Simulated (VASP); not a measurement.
# SnTe5 (P-62m) in VASP: further runs

SnTe5 is run at these levels: PBE; tasks: single point.

Everything below comes from runs of VASP 6.6.1. Logs are shortened: lines on timing, memory, paths and dates and some standing lists are left out, and cuts for length are marked.

## 1. The cell of the first run

The structure is hexagonal, space group P-62m (No. 189). Conventional cell: a = 6.824 Å, b = 6.824 Å, c = 4.560 Å, α = 90.00°, β = 90.00°, γ = 120.00°. Sn (site symmetry -62m) has 12 Te at 3.24 to 3.94 Å within 4.3 Å. Within 4.2 Å of Te (site symmetry m2m) lie 10 Te at 3.21 to 3.99 Å and 2 Sn at 3.24 Å. Te (site symmetry -6) has 9 Te at 3.21 to 3.94 Å and 3 Sn at 3.94 Å within 4.2 Å.

The cell was built from a structure type or drawn by symmetry, and may not be a known phase.

## 2. Single point, PBE

INCAR

```
SYSTEM = SnTe5
ALGO = Normal ; EDIFF = 1E-6
ENCUT = 520 ; GGA = PE
ISIF = 2 ; ISMEAR = 0
LASPH = .TRUE. ; LCHARG = .FALSE.
LREAL = .FALSE. ; LWAVE = .FALSE.
NBANDS = 31 ; NELM = 80
PREC = Accurate ; SIGMA = 0.1
```

KPOINTS

```
k-points
0
G
  3 3 4
  0 0 0
```

POSCAR

```
SnTe5
1.0
    6.8237789593      0.0000000032      0.0000000000
   -3.4118894824      5.9095659270      0.0000000000
    0.0000000000      0.0000000000      4.5600550554
Sn Te
1 5
Direct
    0.0000000000      0.0000000000      0.5000000000
    0.6627293552      0.0000000000      0.0000000000
    0.3372706448      0.3372706448      0.0000000000
    0.0000000000      0.6627293552      0.0000000000
    0.6666666667      0.3333333333      0.5000000000
    0.3333333333      0.6666666667      0.5000000000
```

Potentials or basis: VASP PAW PBE potentials, release 64 (Sn_d, Te).

Started as:

```
$ cat potpaw_PBE.64/Sn_d/POTCAR potpaw_PBE.64/Te/POTCAR > POTCAR
$ mpirun -np 1 vasp_std > vasp.out
```

OUTCAR:

```text
SYSTEM = SnTe5
   EDIFF = 1E-6
   ENCUT = 520
   GGA = PE
   ISIF = 2
   ISMEAR = 0
   LASPH = .TRUE.
   LREAL = .FALSE.
   NELM = 80
   PREC = Accurate

 ion  position               nearest neighbor table
   1  0.000  0.000  0.500-   2 3.24   2 3.24   4 3.24   4 3.24   3 3.24   3 3.24
   2  0.663  0.000  0.000-   5 3.21   5 3.21   6 3.21   6 3.21   1 3.24   1 3.24
   3  0.337  0.337  0.000-   5 3.21   5 3.21   6 3.21   6 3.21   1 3.24   1 3.24
   4  0.000  0.663  0.000-   6 3.21   6 3.21   5 3.21   5 3.21   1 3.24   1 3.24
   5  0.667  0.333  0.500-   2 3.21   2 3.21   4 3.21   4 3.21   3 3.21   3 3.21
   6  0.333  0.667  0.500-   4 3.21   4 3.21   2 3.21   2 3.21   3 3.21   3 3.21

  LATTYP: Found a hexagonal cell.
 ALAT       =     6.8237789593
 C/A-ratio  =     0.6682594912

  Lattice vectors:

 A1 = (   6.8237789593,   0.0000000032,   0.0000000000)
 A2 = (  -3.4118894824,   5.9095659270,   0.0000000000)
 A3 = (   0.0000000000,   0.0000000000,   4.5600550554)

Analysis of symmetry for initial positions (statically):
=====================================================================
 Subroutine PRICEL returns:
 Original cell was already a primitive cell.

 Routine SETGRP: Setting up the symmetry group for a
 hexagonal supercell.

 Subroutine GETGRP returns: Found 12 space group operations
 (whereof 12 operations were pure point group operations)
 out of a pool of 24 trial point group operations.

The static configuration has the point symmetry D_3h.

Analysis of symmetry for dynamics (positions and initial velocities):
=====================================================================
 Subroutine PRICEL returns:
 Original cell was already a primitive cell.

 Routine SETGRP: Setting up the symmetry group for a
 hexagonal supercell.

 Subroutine GETGRP returns: Found 12 space group operations
 (whereof 12 operations were pure point group operations)
 out of a pool of 24 trial point group operations.

The dynamic configuration has the point symmetry D_3h.

 Subroutine INISYM returns: Found 12 space group operations
 (whereof 12 operations are pure point group operations),
 and found     1 'primitive' translations

----------------------------------------------------------------------------------------

                                     Primitive cell

  volume of cell :     183.8868

  direct lattice vectors                    reciprocal lattice vectors
     6.823778959  0.000000003  0.000000000     0.146546365  0.084608583  0.000000000
    -3.411889482  5.909565927  0.000000000    -0.000000000  0.169217166  0.000000000
     0.000000000  0.000000000  4.560055055     0.000000000  0.000000000  0.219295598

  length of vectors
     6.823778959  6.823778959  4.560055055     0.169217166  0.169217166  0.219295598

  position of ions in fractional coordinates (direct lattice)
     0.000000000  0.000000000  0.500000000
     0.662729355  0.000000000  0.000000000
     0.337270645  0.337270645  0.000000000
     1.000000000  0.662729355  0.000000000
     0.666666667  0.333333333  0.500000000
     0.333333333  0.666666667  0.500000000

  ion indices of the primitive-cell ions
   primitive index   ion index
                 1           1
                 2           2
                 3           3
                 4           4
                 5           5
                 6           6

----------------------------------------------------------------------------------------

 KPOINTS: k-points

Automatic generation of k-mesh.
 Grid dimensions read from file:
 generate k-points for:    3    3    4

 Generating k-lattice:

  Cartesian coordinates                     Fractional coordinates (reciprocal lattice)
     0.048848788  0.028202861  0.000000000     0.333333333  0.000000000  0.000000000
    -0.000000000  0.056405722  0.000000000     0.000000000  0.333333333  0.000000000
     0.000000000  0.000000000  0.054823899     0.000000000  0.000000000  0.250000000

  Length of vectors
     0.056405722  0.056405722  0.054823899

  Shift w.r.t. Gamma in fractional coordinates (k-lattice)
     0.000000000  0.000000000  0.000000000

 Subroutine IBZKPT returns following result:
 ===========================================

 Found      9 irreducible k-points:

 Following reciprocal coordinates:
            Coordinates               Weight
  0.000000  0.000000  0.000000      1.000000
  0.333333  0.000000  0.000000      6.000000
  0.333333  0.333333  0.000000      2.000000
  0.000000  0.000000  0.250000      2.000000
  0.333333  0.000000  0.250000     12.000000
  0.333333  0.333333  0.250000      4.000000
  0.000000  0.000000  0.500000      1.000000
  0.333333  0.000000  0.500000      6.000000
  0.333333  0.333333  0.500000      2.000000
   k-points           NKPTS =      9   k-points in BZ     NKDIM =      9   number of bands    NBANDS=     31
   number of dos      NEDOS =    301   number of ions     NIONS =      6
   total plane-waves  NPLWV = 104976
   dimension x,y,z NGX =    54 NGY =   54 NGZ =   36
   dimension x,y,z NGXF=   108 NGYF=  108 NGZF=   72
   ions per type =               1   5
   NGX,Y,Z   is equivalent  to a cutoff of  13.16, 13.16, 13.12 a.u.
   NGXF,Y,Z  is equivalent  to a cutoff of  26.31, 26.31, 26.25 a.u.
 SYSTEM =  SnTe5
   PREC   = accura    normal or accurate (medium, high low for compatibility)
   ISTART =      0    job   : 0-new  1-cont  2-samecut
   ICHARG =      2    charge: 1-file 2-atom 10-const
   ISPIN  =      1    spin polarized calculation?
   LNONCOLLINEAR =      F non collinear calculations
   LSORBIT =      F    spin-orbit coupling
   LASPH  =      T    aspherical Exc in radial PAW
   ENCUT  =  520.0 eV  38.22 Ry    6.18 a.u.  12.69 12.69  8.48*2*pi/ulx,y,z
   NELM   =     80;   NELMIN=  2; NELMDL= -5     # of ELM steps
   EDIFF  = 0.1E-05   stopping-criterion for ELM
   LREAL  =      F    real-space projection
   EDIFFG = 0.1E-04   stopping-criterion for IOM
   NSW    =      0    number of steps for IOM
   IBRION =     -1    ionic relax: 0-MD 1-quasi-New 2-CG
   NFREE  =      0    steps in history (QN), initial steepest desc. (CG)
   ISIF   =      2    stress and relaxation
   ISYM   =      2    0-nonsym 1-usesym 2-fastsym
   POTIM  = 0.5000    time-step for ionic-motion
   TEBEG  =    0.0;   TEEND  =   0.0 temperature during run
   PSTRESS=    0.0 pullay stress
   NELECT =      44.0000    total number of electrons
   NUPDOWN=      -1.0000    fix difference up-down
   EMIN   =  10.00;   EMAX   =-10.00  energy-range for DOS
   EFERMI =   0.00;   METHOD = LEGACY
   ISMEAR =     0;   SIGMA  =   0.10  broadening in eV -4-tet -1-fermi 0-gaus
   EFERMI_NEDOS =   21; number of points for ismear=-14 and -15
   IALGO  =     38    algorithm
   IMIX   =      4    mixing-type and parameters
     AMIX     =   0.40;   BMIX     =  1.00
     AMIX_MAG =   1.60;   BMIX_MAG =  1.00
  volume/ion in A,a.u.               =      30.65       206.82
  Fermi-wavevector in a.u.,A,eV,Ry     =   1.016347  1.920618 14.054302  1.032962
  Thomas-Fermi vector in A             =   2.149686
   LORBIT       =      0    0 simple, 1 ext, 2 COOP (PROOUT), +10 PAW based schemes
   GGA     = PE    functional components
   LHFCALC =     F    Hartree Fock is set to
   AEXX    =    0.0000 exact exchange contribution
   IVDW    =     0    specifies the selected vdW correction
   LEPSILON=     F    determine dielectric tensor
   LRPA    =     F    only Hartree local field effects (RPA)
 non-spin polarized calculation
 Gauss-broadening in eV      SIGMA  =   0.10
  energy-cutoff  :      520.00
  volume of cell :      183.89
 maximum number of plane-waves:      4973
 NGX is ok and might be reduce to    54
   NGX = 25   NGY = 25   NGZ = 17

 number of electron      44.0000005 magnetization

 Free energy of the ion-electron system (eV)
  ---------------------------------------------------
  ext. energy  EPLUGINS =         0.00000000
  ---------------------------------------------------
  free energy    TOTEN  =       -18.61093916 eV

  energy without entropy =      -18.59353546  energy(sigma->0) =      -18.60223731

 E-fermi :   6.8959     XC(G=0):  -9.6665

 val. band max:        6.8877759932   @ k =   0.0000   0.0000   0.0000
 cond. band min:       6.8999986839   @ k =   0.3333   0.3333   0.2500
 fundamental gap:      0.0122226907
 Fermi energy:         6.8959313820

 k-point     1 :       0.0000    0.0000    0.0000
  band No.  band energies     occupation
      1     -14.7627      2.00000
      2     -14.7627      2.00000
      3     -14.7392      2.00000
      4     -14.7392      2.00000
      5     -14.7294      2.00000
      6      -6.4910      2.00000
[... 23 lines left out ...]
     30      11.4886      0.00000
     31      11.8999      0.00000

 k-point     2 :       0.3333    0.0000    0.0000
  band No.  band energies     occupation
      1     -14.7628      2.00000
      2     -14.7627      2.00000
      3     -14.7392      2.00000
      4     -14.7392      2.00000
      5     -14.7294      2.00000
      6      -6.1608      2.00000
[... 23 lines left out ...]
     30      10.8352      0.00000
     31      12.1530      0.00000

 k-point     3 :       0.3333    0.3333    0.0000
  band No.  band energies     occupation
      1     -14.7627      2.00000
      2     -14.7627      2.00000
      3     -14.7392      2.00000
      4     -14.7392      2.00000
      5     -14.7294      2.00000
      6      -5.6670      2.00000
[... 23 lines left out ...]
     30      10.8987      0.00000
     31      10.9350      0.00000

 k-point     4 :       0.0000    0.0000    0.2500
  band No.  band energies     occupation
      1     -14.7624      2.00000
      2     -14.7624      2.00000
      3     -14.7412      2.00000
      4     -14.7412      2.00000
      5     -14.7257      2.00000
      6      -6.0861      2.00000
[... 125 lines left out ...]
     30      13.9459      0.00000
     31      13.9469      0.00000

 k-point     8 :       0.3333    0.0000    0.5000
  band No.  band energies     occupation
      1     -14.7622      2.00000
      2     -14.7621      2.00000
      3     -14.7433      2.00000
      4     -14.7432      2.00000
      5     -14.7220      2.00000
      6      -4.6710      2.00000
[... 23 lines left out ...]
     30      13.1803      0.00000
     31      13.3638      0.00000

 k-point     9 :       0.3333    0.3333    0.5000
  band No.  band energies     occupation
      1     -14.7621      2.00000
      2     -14.7621      2.00000
      3     -14.7433      2.00000
      4     -14.7433      2.00000
      5     -14.7219      2.00000
      6      -4.3843      2.00000
[... 23 lines left out ...]
     30      13.2919      0.00000
     31      13.2919      0.00000

------------------------ aborting loop because EDIFF is reached ----------------------------------------

  FORCE on cell =-STRESS in cart. coord.  units (eV):
  Direction    XX          YY          ZZ          XY          YZ          ZX
  --------------------------------------------------------------------------------------
  -------------------------------------------------------------------------------------
  Total        0.2812511      0.2812511      0.1831588      0.0000000     -0.0000000      0.0000000
  in kB        2.4504972      2.4504972      1.5958342      0.0000000     -0.0000000      0.0000000
  external PRESSURE =       2.1656095 kB  Pullay stress =       0.0000000 kB

 VOLUME and BASIS-vectors are now :
 -----------------------------------------------------------------------------
  energy-cutoff  :      520.00
  volume of cell :      183.89
      direct lattice vectors                 reciprocal lattice vectors
     6.823778959  0.000000003  0.000000000     0.146546365  0.084608583  0.000000000
    -3.411889482  5.909565927  0.000000000    -0.000000000  0.169217166  0.000000000
     0.000000000  0.000000000  4.560055055     0.000000000  0.000000000  0.219295598

 POSITION                                       TOTAL-FORCE (eV/Angst)
 -----------------------------------------------------------------------------------
      0.00000      0.00000      2.28003         0.000000     -0.000000      0.000000
      4.52232      0.00000      0.00000        -0.011576     -0.000000      0.000000
      1.15073      1.99312      0.00000         0.005788      0.010025      0.000000
     -2.26116      3.91644      0.00000         0.005788     -0.010025      0.000000
      3.41189      1.96986      2.28003         0.000000      0.000000      0.000000
     -0.00000      3.93971      2.28003         0.000000     -0.000000      0.000000
 -----------------------------------------------------------------------------------
    total drift:                               -0.000000     -0.000000      0.000000

  FREE ENERGIE OF THE ION-ELECTRON SYSTEM (eV)
  ---------------------------------------------------
  free  energy   TOTEN  =       -18.6109391583 eV

  energy  without entropy=      -18.5935354609  energy(sigma->0) =      -18.60223731
```

Run time: 53 s. Hardware: 1 thread of Intel Xeon Platinum 8488C (Sapphire Rapids), shared host; peak memory 0.31 GiB.

What came out:

```yaml
Free_energy: -18.6109 eV
Pressure: 0.2 GPa
Largest_force: 0.012 eV/Å
Band_gap_on_the_k_mesh: zero (bands 22 and 23 overlap by 0.83 eV)
```

Forces on the atoms (eV/Å):
```
Sn   0.000  0.000  0.000
Te  -0.012  0.000  0.000
Te   0.006  0.010  0.000
Te   0.006 -0.010  0.000
Te   0.000  0.000  0.000
Te   0.000  0.000  0.000
```

Levels at points of the mesh, in eV from the Fermi level:
```csv
k point,band 18,band 19,band 20,band 21,band 22,band 23,band 24,band 25,band 26,band 27
"(0.00, 0.00, 0.00)",-1.61,-1.50,-1.50,-0.65,-0.65,-0.56,-0.01,0.87,0.87,2.37
"(0.00, 0.00, 0.50)",-2.76,-2.76,0.10,0.10,0.27,0.27,0.92,0.92,3.29,4.13
```

Caveat: spin-orbit coupling is left out, which moves the levels of the heavy elements.

(Continued in part 2 of 2.)
